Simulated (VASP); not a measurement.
Here is a VASP 6.6.1 calculation.

Contents of POSCAR:

```
ZnAu
1.0
    3.0842213502      0.0000000000      0.0000000000
    0.0000000000      3.0842213502      0.0000000000
    0.0000000000      0.0000000000      3.0842213502
Zn Au
1 1
Direct
    0.5000000000      0.5000000000      0.5000000000
    0.0000000000      0.0000000000      0.0000000000
```

File INCAR.step1:

```
SYSTEM = ZnAu
PREC = Accurate ; ENCUT = 520
ISMEAR = 0 ; SIGMA = 0.1
LREAL = .False. ; LASPH = .True.
NELM = 100 ; NBANDS = 18
GGA = PE ; ALGO = Normal
EDIFF = 1E-4 ; LWAVE = .True.
LCHARG = .False.
```

INCAR.step2

```
SYSTEM = ZnAu
PREC = Accurate ; ENCUT = 520
EDIFF = 1E-7 ; ISMEAR = 0
SIGMA = 0.1 ; LREAL = .False.
LASPH = .True. ; NELM = 100
ALGO = Normal ; ISIF = 2
LWAVE = .False. ; LCHARG = .False.
METAGGA = R2SCAN ; LMIXTAU = .True.
NBANDS = 18 ; ISTART = 1
```

KPOINTS

```
regular mesh
0
Gamma
  14 14 14
  0 0 0
```

Potentials or basis: VASP PAW PBE potentials, release 64 (Zn, Au).

Run with:

```bash
$ cat potpaw_PBE.64/Zn/POTCAR potpaw_PBE.64/Au/POTCAR > POTCAR
$ cp INCAR.step1 INCAR
$ mpirun -np 1 vasp_std > vasp.out
$ cp INCAR.step2 INCAR
$ mpirun -np 1 vasp_std > vasp.out
```

**Question.** Predict the band gap on the k mesh.

**Answer.** Zero (an odd number of electrons rules out a gap without spin polarisation).

**Question.** Estimate the pressure.

**Answer.** 10.5 GPa.

Caveat: the cell stands under pressure; the PAW data sets were made with another functional, which shifts forces and pressure a little; spin-orbit coupling is left out, which moves the levels of the heavy elements.
